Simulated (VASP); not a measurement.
# Hg (Im-3m) in VASP: further runs, part 2 of 2

VASP 6.6.1.

### Step 3. Single point, LDA (volume scaled by 0.52)

File INCAR:

```
PREC = Accurate
ENCUT = 520
EDIFF = 1E-6
ISMEAR = -1
SIGMA = 0.1
LREAL = F
LASPH = T
NELM = 100
ALGO = Normal
ISIF = 2
LWAVE = F
LCHARG = F
NBANDS = 12
```

File KPOINTS:

```
regular mesh
0
Gamma
  15 15 15
```

File POSCAR:

```
Hg
1.0
   -1.4296801974      1.4296801974      1.4296801974
    1.4296801974     -1.4296801974      1.4296801974
    1.4296801974      1.4296801974     -1.4296801974
Hg
1
Direct
    0.0000000000      0.0000000000      0.0000000000
```

Potentials or basis: VASP PAW LDA potentials, release 64 (Hg).

The run is started by

```console
$ cat potpaw_LDA.64/Hg/POTCAR > POTCAR
$ mpirun -np 1 vasp_std > vasp.out
```

OUTCAR:

```text
PREC = Accurate
   ENCUT = 520
   EDIFF = 1E-6
   ISMEAR = -1
   LREAL = F
   LASPH = T
   NELM = 100
   ISIF = 2

 ion  position               nearest neighbor table
   1  0.000  0.000  0.000-

  LATTYP: Found a body centered cubic cell.
 ALAT       =     2.8593603948

  Lattice vectors:

 A1 = (  -1.4296801974,   1.4296801974,   1.4296801974)
 A2 = (   1.4296801974,  -1.4296801974,   1.4296801974)
 A3 = (   1.4296801974,   1.4296801974,  -1.4296801974)

Analysis of symmetry for initial positions (statically):
=====================================================================
 Subroutine PRICEL returns:
 Original cell was already a primitive cell.

 Routine SETGRP: Setting up the symmetry group for a
 body centered cubic supercell.

 Subroutine GETGRP returns: Found 48 space group operations
 (whereof 48 operations were pure point group operations)
 out of a pool of 48 trial point group operations.

The static configuration has the point symmetry O_h .

Analysis of symmetry for dynamics (positions and initial velocities):
=====================================================================
 Subroutine PRICEL returns:
 Original cell was already a primitive cell.

 Routine SETGRP: Setting up the symmetry group for a
 body centered cubic supercell.

 Subroutine GETGRP returns: Found 48 space group operations
 (whereof 48 operations were pure point group operations)
 out of a pool of 48 trial point group operations.

The dynamic configuration has the point symmetry O_h .

 Subroutine INISYM returns: Found 48 space group operations
 (whereof 48 operations are pure point group operations),
 and found     1 'primitive' translations

----------------------------------------------------------------------------------------

                                     Primitive cell

  volume of cell :      11.6890

  direct lattice vectors                    reciprocal lattice vectors
    -1.429680197  1.429680197  1.429680197     0.000000000  0.349728562  0.349728562
     1.429680197 -1.429680197  1.429680197     0.349728562  0.000000000  0.349728562
     1.429680197  1.429680197 -1.429680197     0.349728562  0.349728562  0.000000000

  length of vectors
     2.476278740  2.476278740  2.476278740     0.494590876  0.494590876  0.494590876

  position of ions in fractional coordinates (direct lattice)
     0.000000000  0.000000000  0.000000000

  ion indices of the primitive-cell ions
   primitive index   ion index
                 1           1

----------------------------------------------------------------------------------------

 KPOINTS: regular mesh

Automatic generation of k-mesh.
 Grid dimensions read from file:
 generate k-points for:   15   15   15

 Generating k-lattice:

  Cartesian coordinates                     Fractional coordinates (reciprocal lattice)
     0.000000000  0.023315237  0.023315237     0.066666667  0.000000000  0.000000000
     0.023315237  0.000000000  0.023315237     0.000000000  0.066666667  0.000000000
     0.023315237  0.023315237  0.000000000     0.000000000  0.000000000  0.066666667

  Length of vectors
     0.032972725  0.032972725  0.032972725

  Shift w.r.t. Gamma in fractional coordinates (k-lattice)
     0.000000000  0.000000000  0.000000000

 Subroutine IBZKPT returns following result:
 ===========================================

 Found    120 irreducible k-points:

 Following reciprocal coordinates:
            Coordinates               Weight
  0.000000  0.000000  0.000000      1.000000
  0.066667  0.000000  0.000000     12.000000
  0.133333  0.000000  0.000000     12.000000
  0.200000  0.000000  0.000000     12.000000
  0.266667  0.000000  0.000000     12.000000
  0.333333  0.000000  0.000000     12.000000
[... 16 lines left out ...]
  0.333333  0.200000  0.000000     48.000000
  0.400000  0.200000 -0.000000     24.000000
 [... further k-points ...]
   k-points           NKPTS =    120   k-points in BZ     NKDIM =    120   number of bands    NBANDS=     12
   number of dos      NEDOS =    301   number of ions     NIONS =      1
   total plane-waves  NPLWV =   5832
   dimension x,y,z NGX =    18 NGY =   18 NGZ =   18
   dimension x,y,z NGXF=    36 NGYF=   36 NGZF=   36
   ions per type =               1
   NGX,Y,Z   is equivalent  to a cutoff of  12.08, 12.08, 12.08 a.u.
   NGXF,Y,Z  is equivalent  to a cutoff of  24.17, 24.17, 24.17 a.u.
 SYSTEM =  unknown system
   PREC   = accura    normal or accurate (medium, high low for compatibility)
   ISTART =      0    job   : 0-new  1-cont  2-samecut
   ICHARG =      2    charge: 1-file 2-atom 10-const
   ISPIN  =      1    spin polarized calculation?
   LNONCOLLINEAR =      F non collinear calculations
   LSORBIT =      F    spin-orbit coupling
   LASPH  =      T    aspherical Exc in radial PAW
   ENCUT  =  520.0 eV  38.22 Ry    6.18 a.u.   4.60  4.60  4.60*2*pi/ulx,y,z
   NELM   =    100;   NELMIN=  2; NELMDL= -5     # of ELM steps
   EDIFF  = 0.1E-05   stopping-criterion for ELM
   LREAL  =      F    real-space projection
   EDIFFG = 0.1E-04   stopping-criterion for IOM
   NSW    =      0    number of steps for IOM
   IBRION =     -1    ionic relax: 0-MD 1-quasi-New 2-CG
   NFREE  =      0    steps in history (QN), initial steepest desc. (CG)
   ISIF   =      2    stress and relaxation
   ISYM   =      2    0-nonsym 1-usesym 2-fastsym
   POTIM  = 0.5000    time-step for ionic-motion
   TEBEG  =    0.0;   TEEND  =   0.0 temperature during run
   PSTRESS=    0.0 pullay stress
   NELECT =      12.0000    total number of electrons
   NUPDOWN=      -1.0000    fix difference up-down
   EMIN   =  10.00;   EMAX   =-10.00  energy-range for DOS
   EFERMI =   0.00;   METHOD = LEGACY
   ISMEAR =    -1;   SIGMA  =   0.10  broadening in eV -4-tet -1-fermi 0-gaus
   EFERMI_NEDOS =   21; number of points for ismear=-14 and -15
   IALGO  =     38    algorithm
   IMIX   =      4    mixing-type and parameters
     AMIX     =   0.40;   BMIX     =  1.00
     AMIX_MAG =   1.60;   BMIX_MAG =  1.00
  volume/ion in A,a.u.               =      11.69        78.88
  Fermi-wavevector in a.u.,A,eV,Ry     =   1.651492  3.120866 37.108860  2.727424
  Thomas-Fermi vector in A             =   2.740262
   LORBIT       =      0    0 simple, 1 ext, 2 COOP (PROOUT), +10 PAW based schemes
   GGA     = CA    functional components
   LHFCALC =     F    Hartree Fock is set to
   AEXX    =    0.0000 exact exchange contribution
   IVDW    =     0    specifies the selected vdW correction
   LEPSILON=     F    determine dielectric tensor
   LRPA    =     F    only Hartree local field effects (RPA)
 non-spin polarized calculation
  energy-cutoff  :      520.00
  volume of cell :       11.69
 maximum number of plane-waves:       327
   NGX =  9   NGY =  9   NGZ =  9

 number of electron      11.9999996 magnetization

 Free energy of the ion-electron system (eV)
  ---------------------------------------------------
  ext. energy  EPLUGINS =         0.00000000
  ---------------------------------------------------
  free energy    TOTEN  =         3.59306031 eV

  energy without entropy =        3.60343222  energy(sigma->0) =        3.59824626

 E-fermi :  13.5397     XC(G=0): -15.2871

 val. band max:       13.4243358524   @ k =  -0.4000  -0.4000   0.0667
 cond. band min:      13.6287900633   @ k =  -0.4667  -0.4667   0.2667
 fundamental gap:      0.2044542109
 Fermi energy:        13.5397463302

 k-point     1 :       0.0000    0.0000    0.0000
  band No.  band energies     occupation
      1      -5.9111      2.00000
      2      -0.0067      2.00000
      3      -0.0067      2.00000
      4      -0.0067      2.00000
      5       3.1229      2.00000
      6       3.1229      2.00000
      7      27.6494      0.00000
      8      27.6494      0.00000
      9      27.6494      0.00000
     10      38.4542      0.00000
     11      38.4542      0.00000
     12      40.7466      0.00000
[... 331 lines left out ...]
 k-point    24 :       0.4000    0.2000   -0.0000
  band No.  band energies     occupation
      1      -2.4688      2.00000
      2      -1.2641      2.00000
      3       1.3636      2.00000
      4       2.9490      2.00000
      5       4.0883      2.00000
      6      11.1059      2.00000
      7      13.3198      1.80038
      8      19.9135      0.00000
      9      25.4007      0.00000
     10      34.3009      0.00000
     11      35.6540      0.00000
     12      41.4744      0.00000

 [... further k-points ...]

------------------------ aborting loop because EDIFF is reached ----------------------------------------

  FORCE on cell =-STRESS in cart. coord.  units (eV):
  Direction    XX          YY          ZZ          XY          YZ          ZX
  --------------------------------------------------------------------------------------
  -------------------------------------------------------------------------------------
  Total       20.4110749     20.4110749     20.4110749      0.0000000      0.0000000     -0.0000000
  in kB     2797.6911061   2797.6911061   2797.6911061      0.0000000      0.0000000     -0.0000000
  external PRESSURE =    2797.6911061 kB  Pullay stress =       0.0000000 kB

 VOLUME and BASIS-vectors are now :
 -----------------------------------------------------------------------------
  energy-cutoff  :      520.00
  volume of cell :       11.69
      direct lattice vectors                 reciprocal lattice vectors
    -1.429680197  1.429680197  1.429680197     0.000000000  0.349728562  0.349728562
     1.429680197 -1.429680197  1.429680197     0.349728562  0.000000000  0.349728562
     1.429680197  1.429680197 -1.429680197     0.349728562  0.349728562  0.000000000

 POSITION                                       TOTAL-FORCE (eV/Angst)
 -----------------------------------------------------------------------------------
      0.00000      0.00000      0.00000         0.000000     -0.000000      0.000000
 -----------------------------------------------------------------------------------
    total drift:                                0.000000      0.000000      0.000000

  FREE ENERGIE OF THE ION-ELECTRON SYSTEM (eV)
  ---------------------------------------------------
  free  energy   TOTEN  =         3.5930603081 eV

  energy  without entropy=        3.6034322180  energy(sigma->0) =        3.59824626
```

stdout:

```text
POSCAR found type information on POSCAR Hg
 POSCAR found :  1 types and       1 ions
 scaLAPACK will be used
 LDA part: xc-table for (Slater(with rela. corr.)+CA(PZ))
 , standard interpolation
 POSCAR, INCAR and KPOINTS ok, starting setup
 FFT: planning ... GRIDC
 FFT: planning ... GRID_SOFT
 FFT: planning ... GRID
 WAVECAR not read
 entering main loop
```

It took 5.8 s on 1 thread of Intel Xeon 6975P-C (Granite Rapids), shared host; peak memory 0.12 GiB.

Results:

```yaml
Free_energy: 3.5931 eV
Pressure: 279.8 GPa
Band_gap_on_the_k_mesh: zero (band 6 reaches 15.28 eV, above the bottom of band 7 at 13.30 eV)
```

Levels at points of the mesh, in eV from the Fermi level:
```tsv
k point	band 4	band 5	band 6	band 7	band 8	band 9
(0.00, 0.00, 0.00)	-13.55	-10.42	-10.42	14.11	14.11	14.11
```

Caveat: spin-orbit coupling is left out, which moves the levels of the heavy elements.

### Step 4. Single point, LDA (volume scaled by 0.6)

File INCAR:

```
SYSTEM = Hg
PREC = Accurate ; ENCUT = 520
EDIFF = 1E-7 ; ISMEAR = -1
SIGMA = 0.1 ; LREAL = .FALSE.
LASPH = .TRUE. ; NELM = 60
ALGO = Normal ; ISIF = 2
LWAVE = .FALSE. ; LCHARG = .FALSE.
GGA = CA ; NBANDS = 12
```

File KPOINTS:

```
Automatic mesh
0
G
  15 15 15
  0 0 0
```

File POSCAR:

```
Hg
1.0
   -1.4995290052      1.4995290052      1.4995290052
    1.4995290052     -1.4995290052      1.4995290052
    1.4995290052      1.4995290052     -1.4995290052
Hg
1
Direct
    0.0000000000      0.0000000000      0.0000000000
```

Potentials or basis: VASP PAW LDA potentials, release 64 (Hg).

The run is started by

```console
$ cat potpaw_LDA.64/Hg/POTCAR > POTCAR
$ mpirun -np 1 vasp_std > vasp.out
```

OUTCAR:

```text
SYSTEM = Hg
   PREC = Accurate
   ENCUT = 520
   EDIFF = 1E-7
   ISMEAR = -1
   LREAL = .FALSE.
   LASPH = .TRUE.
   NELM = 60
   ISIF = 2
   GGA = CA

 ion  position               nearest neighbor table
   1  0.000  0.000  0.000-

  LATTYP: Found a body centered cubic cell.
 ALAT       =     2.9990580104

  Lattice vectors:

 A1 = (  -1.4995290052,   1.4995290052,   1.4995290052)
 A2 = (   1.4995290052,  -1.4995290052,   1.4995290052)
[... 538 lines left out ...]
     12      36.6644      0.00000

 [... further k-points ...]

------------------------ aborting loop because EDIFF is reached ----------------------------------------

  FORCE on cell =-STRESS in cart. coord.  units (eV):
  Direction    XX          YY          ZZ          XY          YZ          ZX
  --------------------------------------------------------------------------------------
  -------------------------------------------------------------------------------------
  Total       12.0599942     12.0599942     12.0599942      0.0000000     -0.0000000     -0.0000000
  in kB     1432.6268205   1432.6268205   1432.6268205      0.0000000     -0.0000000     -0.0000000
  external PRESSURE =    1432.6268205 kB  Pullay stress =       0.0000000 kB

 VOLUME and BASIS-vectors are now :
 -----------------------------------------------------------------------------
  energy-cutoff  :      520.00
  volume of cell :       13.49
      direct lattice vectors                 reciprocal lattice vectors
    -1.499529005  1.499529005  1.499529005     0.000000000  0.333438032  0.333438032
     1.499529005 -1.499529005  1.499529005     0.333438032  0.000000000  0.333438032
     1.499529005  1.499529005 -1.499529005     0.333438032  0.333438032  0.000000000

 POSITION                                       TOTAL-FORCE (eV/Angst)
 -----------------------------------------------------------------------------------
      0.00000      0.00000      0.00000         0.000000      0.000000     -0.000000
 -----------------------------------------------------------------------------------
    total drift:                                0.000000      0.000000      0.000000

  FREE ENERGIE OF THE ION-ELECTRON SYSTEM (eV)
  ---------------------------------------------------
  free  energy   TOTEN  =         1.3039893603 eV

  energy  without entropy=        1.3126001724  energy(sigma->0) =        1.30829477
```

OSZICAR:

```text
N       E                     dE             d eps       ncg     rms          rms(c)
DAV:   1     0.774567856451E+02    0.77457E+02   -0.71548E+03  3096   0.106E+03
DAV:   2     0.220437707493E+01   -0.75252E+02   -0.71755E+02  3204   0.257E+02
DAV:   3     0.119049763665E+01   -0.10139E+01   -0.10131E+01  3412   0.316E+01
DAV:   4     0.118959647638E+01   -0.90116E-03   -0.90114E-03  3184   0.947E-01
DAV:   5     0.118959572873E+01   -0.74766E-06   -0.74718E-06  3308   0.264E-02    0.231E+01
DAV:   6     0.126946108425E+01    0.79865E-01   -0.58746E-02  3340   0.301E+00    0.140E+01
DAV:   7     0.130288769199E+01    0.33427E-01   -0.35126E-02  3240   0.205E+00    0.598E-01
DAV:   8     0.130399602417E+01    0.11083E-02   -0.45520E-03  3228   0.956E-01    0.518E-02
DAV:   9     0.130399050001E+01   -0.55242E-05   -0.10190E-05  3140   0.326E-02    0.153E-02
DAV:  10     0.130398935351E+01   -0.11465E-05   -0.12535E-06  3296   0.994E-03    0.141E-03
DAV:  11     0.130398936033E+01    0.68201E-08   -0.29668E-08  1916   0.154E-03
   1 F= 0.13039894E+01 E0= 0.13082948E+01  d E =-.861081E-02
```

Wall time 6.7 s (1 thread of Intel Xeon 6975P-C (Granite Rapids), shared host); peak memory 0.13 GiB.

Results:

| Property | Result |
| --- | --- |
| Free energy | 1.3040 eV |
| Pressure | 143.3 GPa |
| Band gap on the k mesh | zero (band 6 reaches 12.48 eV, above the bottom of band 7 at 9.98 eV) |

Levels at points of the mesh, in eV from the Fermi level:
| k point | band 4 | band 5 | band 6 | band 7 | band 8 | band 9 |
| --- | --- | --- | --- | --- | --- | --- |
| (0.00, 0.00, 0.00) | -11.50 | -9.01 | -9.01 | 14.94 | 14.94 | 14.94 |

Caveat: spin-orbit coupling is left out, which moves the levels of the heavy elements.
